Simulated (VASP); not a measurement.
# BiTe (R-3m) in VASP: notebook

BiTe is run at these levels: PBE; tasks: single point.

All numbers are computed with VASP 6.6.1; they aren't measurements. Logs are shortened: lines on timing, memory, paths and dates and some standing lists are left out, and cuts for length are marked.

## (1) The cell of the first run

Symmetry: R-3m, No. 166, trigonal system. The conventional cell has a = 4.773 Å, b = 4.773 Å, c = 9.653 Å, α = 90.00°, β = 90.00°, γ = 120.00°. Bi (site symmetry -3m) has 6 Te at 3.19 Å and 6 Bi at 4.24 Å within 4.3 Å. Te (site symmetry -3m) has 6 Bi at 3.19 Å and 6 Te at 4.24 Å within 4.3 Å.

## (2) Single point, PBE (strain -0.015 along x and y, -0.030 along z)

Input file INCAR:

```
SYSTEM = BiTe
PREC = Accurate
ENCUT = 520
EDIFF = 1E-6
ISMEAR = 0
SIGMA = 0.15
LREAL = .False.
LASPH = .True.
NELM = 100
ALGO = Normal
ISIF = 2
LWAVE = .False.
LCHARG = .True.
GGA = PE
LELF = .True.
LVHAR = .True.
NBANDS = 18
```

Input file KPOINTS:

```
regular mesh
0
Gamma
  12 12 12
  0 0 0
```

Input file POSCAR:

```
BiTe
1.0
    2.3863671562      1.3777697200      3.2177731959
   -2.3863671562      1.3777697200      3.2177731959
    0.0000000000     -2.7555394400      3.2177731959
Bi Te
1 1
Direct
    0.5000000000      0.5000000000      0.5000000000
    0.0000000000      0.0000000000      0.0000000000
```

Potentials or basis: VASP PAW PBE potentials, release 64 (Bi_d, Te).

Command:

```bash
cat potpaw_PBE.64/Bi_d/POTCAR potpaw_PBE.64/Te/POTCAR > POTCAR
mpirun -np 1 vasp_std > vasp.out
```

OUTCAR:

```text
SYSTEM = BiTe
   PREC = Accurate
   ENCUT = 520
   EDIFF = 1E-6
   ISMEAR = 0
   LREAL = .False.
   LASPH = .True.
   NELM = 100
   ISIF = 2
   GGA = PE

 ion  position               nearest neighbor table
   1  0.500  0.500  0.500-   2 3.19   2 3.19   2 3.19   2 3.19   2 3.19   2 3.19
   2  0.000  0.000  0.000-   1 3.19   1 3.19   1 3.19   1 3.19   1 3.19   1 3.19

  LATTYP: Found a trigonal (rhomboedric) cell.
 ALAT       =     4.2363972838
 COS(alpha) =     0.3653837914

  Lattice vectors:

 A1 = (   2.3863671562,   1.3777697200,   3.2177731959)
 A2 = (  -2.3863671562,   1.3777697200,   3.2177731959)
 A3 = (   0.0000000000,  -2.7555394400,   3.2177731959)

Analysis of symmetry for initial positions (statically):
=====================================================================
 Subroutine PRICEL returns:
 Original cell was already a primitive cell.

 Routine SETGRP: Setting up the symmetry group for a
 trigonal (rhombohedral) supercell.

 Subroutine GETGRP returns: Found 12 space group operations
 (whereof 12 operations were pure point group operations)
 out of a pool of 12 trial point group operations.

The static configuration has the point symmetry D_3d.

Analysis of symmetry for dynamics (positions and initial velocities):
=====================================================================
 Subroutine PRICEL returns:
 Original cell was already a primitive cell.

 Routine SETGRP: Setting up the symmetry group for a
 trigonal (rhombohedral) supercell.

 Subroutine GETGRP returns: Found 12 space group operations
 (whereof 12 operations were pure point group operations)
 out of a pool of 12 trial point group operations.

The dynamic configuration has the point symmetry D_3d.

 Subroutine INISYM returns: Found 12 space group operations
 (whereof 12 operations are pure point group operations),
 and found     1 'primitive' translations

----------------------------------------------------------------------------------------

                                     Primitive cell

  volume of cell :      63.4776

  direct lattice vectors                    reciprocal lattice vectors
     2.386367156  1.377769720  3.217773196     0.209523500  0.120968449  0.103591308
    -2.386367156  1.377769720  3.217773196    -0.209523500  0.120968449  0.103591308
     0.000000000 -2.755539440  3.217773196     0.000000000 -0.241936899  0.103591308

[... 80 lines left out ...]
   LASPH  =      T    aspherical Exc in radial PAW
   ENCUT  =  520.0 eV  38.22 Ry    6.18 a.u.   7.88  7.88  7.88*2*pi/ulx,y,z
   NELM   =    100;   NELMIN=  2; NELMDL= -5     # of ELM steps
   EDIFF  = 0.1E-05   stopping-criterion for ELM
   LREAL  =      F    real-space projection
   EDIFFG = 0.1E-04   stopping-criterion for IOM
   NSW    =      0    number of steps for IOM
   IBRION =     -1    ionic relax: 0-MD 1-quasi-New 2-CG
   NFREE  =      0    steps in history (QN), initial steepest desc. (CG)
   ISIF   =      2    stress and relaxation
   ISYM   =      2    0-nonsym 1-usesym 2-fastsym
   POTIM  = 0.5000    time-step for ionic-motion
   TEBEG  =    0.0;   TEEND  =   0.0 temperature during run
   PSTRESS=    0.0 pullay stress
   NELECT =      21.0000    total number of electrons
   NUPDOWN=      -1.0000    fix difference up-down
   EMIN   =  10.00;   EMAX   =-10.00  energy-range for DOS
   EFERMI =   0.00;   METHOD = LEGACY
   ISMEAR =     0;   SIGMA  =   0.15  broadening in eV -4-tet -1-fermi 0-gaus
   EFERMI_NEDOS =   21; number of points for ismear=-14 and -15
   IALGO  =     38    algorithm
   IMIX   =      4    mixing-type and parameters
     AMIX     =   0.40;   BMIX     =  1.00
     AMIX_MAG =   1.60;   BMIX_MAG =  1.00
  volume/ion in A,a.u.               =      31.74       214.18
  Fermi-wavevector in a.u.,A,eV,Ry     =   1.132247  2.139636 17.442433  1.281983
  Thomas-Fermi vector in A             =   2.268947
   LORBIT       =      0    0 simple, 1 ext, 2 COOP (PROOUT), +10 PAW based schemes
   GGA     = PE    functional components
   LHFCALC =     F    Hartree Fock is set to
   AEXX    =    0.0000 exact exchange contribution
   IVDW    =     0    specifies the selected vdW correction
   LEPSILON=     F    determine dielectric tensor
   LRPA    =     F    only Hartree local field effects (RPA)
 non-spin polarized calculation
 Gauss-broadening in eV      SIGMA  =   0.15
  energy-cutoff  :      520.00
  volume of cell :       63.48
 maximum number of plane-waves:      1725
   NGX = 15   NGY = 15   NGZ = 15

 number of electron      21.0000009 magnetization

 Free energy of the ion-electron system (eV)
  ---------------------------------------------------
  ext. energy  EPLUGINS =         0.00000000
  ---------------------------------------------------
  free energy    TOTEN  =        -7.15395221 eV

  energy without entropy =       -7.14120117  energy(sigma->0) =       -7.14757669

 E-fermi :   7.4237     XC(G=0):  -9.7553

 val. band max:        7.4210346402   @ k =  -0.2500   0.0833   0.0000
 cond. band min:       7.4294965824   @ k =   0.4167   0.1667   0.0833
 fundamental gap:      0.0084619422
 Fermi energy:         7.4237379691

 k-point     1 :       0.0000    0.0000    0.0000
  band No.  band energies     occupation
      1     -15.8374      2.00000
      2     -15.8374      2.00000
      3     -15.8267      2.00000
      4     -15.8267      2.00000
      5     -15.8070      2.00000
      6      -6.4805      2.00000
[... 481 lines left out ...]
      5     -15.8024      2.00000
      6      -4.4167      2.00000
[... 10 lines left out ...]
     17      16.5850      0.00000
     18      17.3674      0.00000

 [... further k-points ...]

------------------------ aborting loop because EDIFF is reached ----------------------------------------

  FORCE on cell =-STRESS in cart. coord.  units (eV):
  Direction    XX          YY          ZZ          XY          YZ          ZX
  --------------------------------------------------------------------------------------
  -------------------------------------------------------------------------------------
  Total        1.3112094      1.3112094      1.0399597      0.0000000     -0.0000000      0.0000000
  in kB       33.0949742     33.0949742     26.2486232      0.0000000     -0.0000000      0.0000000
  external PRESSURE =      30.8128572 kB  Pullay stress =       0.0000000 kB

 VOLUME and BASIS-vectors are now :
 -----------------------------------------------------------------------------
  energy-cutoff  :      520.00
  volume of cell :       63.48
      direct lattice vectors                 reciprocal lattice vectors
     2.386367156  1.377769720  3.217773196     0.209523500  0.120968449  0.103591308
    -2.386367156  1.377769720  3.217773196    -0.209523500  0.120968449  0.103591308
     0.000000000 -2.755539440  3.217773196     0.000000000 -0.241936899  0.103591308

 POSITION                                       TOTAL-FORCE (eV/Angst)
 -----------------------------------------------------------------------------------
      0.00000      0.00000      4.82666         0.000000     -0.000000     -0.000000
      0.00000      0.00000      0.00000         0.000000      0.000000      0.000000
 -----------------------------------------------------------------------------------
    total drift:                               -0.000000      0.000000     -0.000000

  FREE ENERGIE OF THE ION-ELECTRON SYSTEM (eV)
  ---------------------------------------------------
  free  energy   TOTEN  =        -7.1539522122 eV

  energy  without entropy=       -7.1412011686  energy(sigma->0) =       -7.14757669
```

OSZICAR:

```text
N       E                     dE             d eps       ncg     rms          rms(c)
DAV:   1     0.160444631744E+03    0.16044E+03   -0.10002E+04  6812   0.115E+03
DAV:   2     0.511373003781E+01   -0.15533E+03   -0.15124E+03  7294   0.311E+02
DAV:   3    -0.683575884130E+01   -0.11949E+02   -0.11817E+02  8182   0.894E+01
DAV:   4    -0.717328765064E+01   -0.33753E+00   -0.33719E+00  8642   0.158E+01
DAV:   5    -0.718534935371E+01   -0.12062E-01   -0.12061E-01  9162   0.280E+00    0.640E+00
DAV:   6    -0.715086057038E+01    0.34489E-01   -0.10887E-01  9748   0.205E+00    0.398E+00
DAV:   7    -0.715427889306E+01   -0.34183E-02   -0.34296E-02  8348   0.948E-01    0.570E-01
DAV:   8    -0.715382860764E+01    0.45029E-03   -0.58562E-03  8524   0.518E-01    0.155E-01
DAV:   9    -0.715395325406E+01   -0.12465E-03   -0.49919E-04  7884   0.137E-01    0.454E-02
DAV:  10    -0.715395345455E+01   -0.20050E-06   -0.20657E-05  9554   0.272E-02    0.264E-02
DAV:  11    -0.715395187355E+01    0.15810E-05   -0.71298E-06  7794   0.205E-02    0.568E-03
DAV:  12    -0.715395221222E+01   -0.33866E-06   -0.12364E-06  4786   0.955E-03
   1 F= -.71539522E+01 E0= -.71475767E+01  d E =-.127510E-01
```

stdout:

```text
POSCAR found type information on POSCAR BiTe
 POSCAR found :  2 types and       2 ions
 scaLAPACK will be used
 LDA part: xc-table for (Slater+PW92), standard interpolation
 POSCAR, INCAR and KPOINTS ok, starting setup
 FFT: planning ... GRIDC
 FFT: planning ... GRID_SOFT
 FFT: planning ... GRID
 WAVECAR not read
 entering main loop
```

It took 74 s on 1 thread of Intel Xeon Platinum 8488C (Sapphire Rapids), shared host; peak memory 0.34 GiB.

Results:

| Item | Value |
| --- | --- |
| Free energy | -7.1540 eV |
| Pressure | 3.1 GPa |
| Band gap on the k mesh | zero (an odd number of electrons rules out a gap without spin polarisation) |

Caveat: the cell differs from its parent crystal (strain -0.015 along x and y, -0.030 along z); the cell stands under pressure; spin-orbit coupling is left out, which moves the levels of the heavy elements.

## (3) Single point, PBE (strain -0.030 along x and y, +0.015 along z)

Input file INCAR:

```
SYSTEM = BiTe
PREC     = Accurate       ! precision mode
ENCUT    = 520            ! plane-wave cutoff, eV
EDIFF    = 1E-6           ! SCF threshold, eV
ISMEAR   = 0              ! smearing method
SIGMA    = 0.15           ! smearing width, eV
LREAL    = .FALSE.        ! projectors in reciprocal space
LASPH    = .TRUE.         ! aspherical terms in the spheres
NELM     = 100            ! most SCF steps
ALGO     = Normal         ! electronic algorithm
ISIF     = 2              ! what is computed and relaxed
LWAVE    = .FALSE.        ! write WAVECAR
LCHARG   = .FALSE.        ! write CHGCAR
GGA      = PE             ! functional
NBANDS   = 18             ! bands
```

Input file KPOINTS:

```
Automatic mesh
0
G
  12 12 12
  0 0 0
```

Input file POSCAR:

```
BiTe
1.0
    2.3500265396      1.3567884553      3.3670513338
   -2.3500265396      1.3567884553      3.3670513338
    0.0000000000     -2.7135769105      3.3670513338
Bi Te
1 1
Direct
    0.5000000000      0.5000000000      0.5000000000
    0.0000000000      0.0000000000      0.0000000000
```

Potentials or basis: VASP PAW PBE potentials, release 64 (Bi_d, Te).

Command:

```bash
cat potpaw_PBE.64/Bi_d/POTCAR potpaw_PBE.64/Te/POTCAR > POTCAR
mpirun -np 1 vasp_std > vasp.out
```

Run time: 69 s. Hardware: 1 thread of Intel Xeon Platinum 8488C (Sapphire Rapids), shared host; peak memory 0.34 GiB.

It converged, with:

```
Free energy            : -7.1548 eV
Pressure               : 2.9 GPa
Band gap on the k mesh : zero (an odd number of electrons rules out a gap without spin polarisation)
```

Stress tensor (GPa, compression positive):
```
3.24 0.00 0.00
0.00 3.24 0.00
0.00 0.00 2.15
```

Levels at points of the mesh, in eV from the Fermi level:
```csv
k point,band 7,band 8,band 9,band 10,band 11,band 12,band 13,band 14
"(0.00, 0.00, 0.00)",-8.07,-3.03,-3.03,-1.94,1.99,2.47,2.47,4.08
"(0.50, 0.00, 0.00)",-11.54,-2.03,-1.91,-1.22,-0.97,-0.74,0.04,6.94
"(0.50, 0.50, 0.00)",-10.00,-5.99,-4.66,-3.75,2.13,3.42,3.82,5.04
"(0.50, 0.50, 0.50)",-11.19,-2.41,-2.41,-2.16,-1.48,-1.25,-1.25,7.91
```

Caveat: the cell differs from its parent crystal (strain -0.030 along x and y, +0.015 along z); spin-orbit coupling is left out, which moves the levels of the heavy elements.

## (4) Single point, PBE (strain -0.015 along x and y, -0.015 along z)

Input file INCAR:

```
  PREC = Accurate
  ENCUT = 520
  EDIFF = 1E-7
  ISMEAR = 0
  SIGMA = 0.15
  LREAL = F
  LASPH = T
  NELM = 80
  ALGO = Normal
  ISIF = 2
  LWAVE = F
  LCHARG = F
  GGA = PE
  NBANDS = 18
```

Input file KPOINTS:

```
Automatic mesh
0
Gamma
  12 12 12
```

Input file POSCAR:

```
BiTe
1.0
    2.3863671562      1.3777697200      3.2675325752
   -2.3863671562      1.3777697200      3.2675325752
    0.0000000000     -2.7555394400      3.2675325752
Bi Te
1 1
Direct
    0.5000000000      0.5000000000      0.5000000000
    0.0000000000      0.0000000000      0.0000000000
```

Command:

```bash
cat potpaw_PBE.64/Bi_d/POTCAR potpaw_PBE.64/Te/POTCAR > POTCAR
mpirun -np 1 vasp_std > vasp.out
```

Wall time 70 s (1 thread of Intel Xeon Platinum 8488C (Sapphire Rapids), shared host); peak memory 0.34 GiB.

The run converged. Its results:

- Free energy: -7.1679 eV
- Pressure: 2.3 GPa
- Band gap on the k mesh: zero (an odd number of electrons rules out a gap without spin polarisation)

Stress tensor (GPa, compression positive):
```
2.58 0.00 0.00
0.00 2.58 0.00
0.00 0.00 1.86
```

Levels at points of the mesh, in eV from the Fermi level:
| k point | band 8 | band 9 | band 10 | band 11 | band 12 | band 13 |
| --- | --- | --- | --- | --- | --- | --- |
| (0.00, 0.00, 0.00) | -3.07 | -3.07 | -1.70 | 1.97 | 2.62 | 2.62 |
| (0.50, 0.00, 0.00) | -1.96 | -1.88 | -1.02 | -1.00 | -0.68 | 0.33 |
| (0.50, 0.50, 0.00) | -5.92 | -4.73 | -3.49 | 2.25 | 3.24 | 3.78 |
| (0.50, 0.50, 0.50) | -2.49 | -2.49 | -2.30 | -1.64 | -1.38 | -1.38 |

Caveat: the cell differs from its parent crystal (strain -0.015 along x and y, -0.015 along z); spin-orbit coupling is left out, which moves the levels of the heavy elements.

## (5) The runs side by side

| cell | gap on the mesh (eV) | pressure (GPa) |
| --- | --- | --- |
| a = 4.236 Å, angles 68.6°, 2 atoms | none | 3.1 |
| a = 4.324 Å, angles 65.8°, 2 atoms | none | 2.9 |
| a = 4.274 Å, angles 67.9°, 2 atoms | none | 2.3 |

Alike in all rows: task single point; level PBE; potentials or basis VASP PAW PBE potentials, release 64 (Bi_d, Te); no spin polarisation; k mesh 12 × 12 × 12; cutoff (eV) 520; smearing gaussian 0.15 eV.

Caveats: spin-orbit coupling is left out, which moves the levels of the heavy elements; the cell stands under pressure (at least some runs).

Absolute energies hang on the potentials; compare differences alone.
